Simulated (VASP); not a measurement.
Runs of VASP 6.6.1 on LuH2. The structure is that of space group Fm-3m (No. 225), or close to it. The cells are those of the table. 

```csv
task,level,cell,cutoff (eV),gap on the mesh (eV),pressure (GPa),relaxed volume (Å³/atom)
single point,BLYP+D3(BJ),"a = 3.494 Å, angles 60.0°, 3 atoms",520,none,0.5,-
single point,LDA,"a = 3.471 Å, angles 60.0°, 3 atoms",520,none,0.6,-
relaxation of cell and atoms,LDA,"relaxed from a = 3.559 Å, angles 60.0°, 3 atoms",600,none,0.2,(a)
relaxation of cell and atoms,BLYP+D3(BJ),"relaxed from a = 3.559 Å, angles 60.0°, 3 atoms",600,none,0.0,(b)
relaxation of cell and atoms,PBEsol,"relaxed from a = 3.559 Å, angles 60.0°, 3 atoms",600,none,-0.1,10.21
```

Alike in all rows: potentials or basis VASP PAW PBE potentials, release 64 (Lu, H); no spin polarisation; k mesh 7 × 7 × 7; smearing fermi-dirac 0.1 eV.

Q: Fill in the values left out.

A: (a) 9.93; (b) 10.13.

Caveats: the PAW data sets were made with another functional, which shifts forces and pressure a little; spin-orbit coupling is left out, which moves the levels of the heavy elements; pairwise dispersion overbinds metals, which lowers pressure and volume (some runs).

A k mesh can miss the band edges, and the runs leave out spin-orbit coupling on Lu.

A gap of «none» marks levels without a gap at the run's occupations.
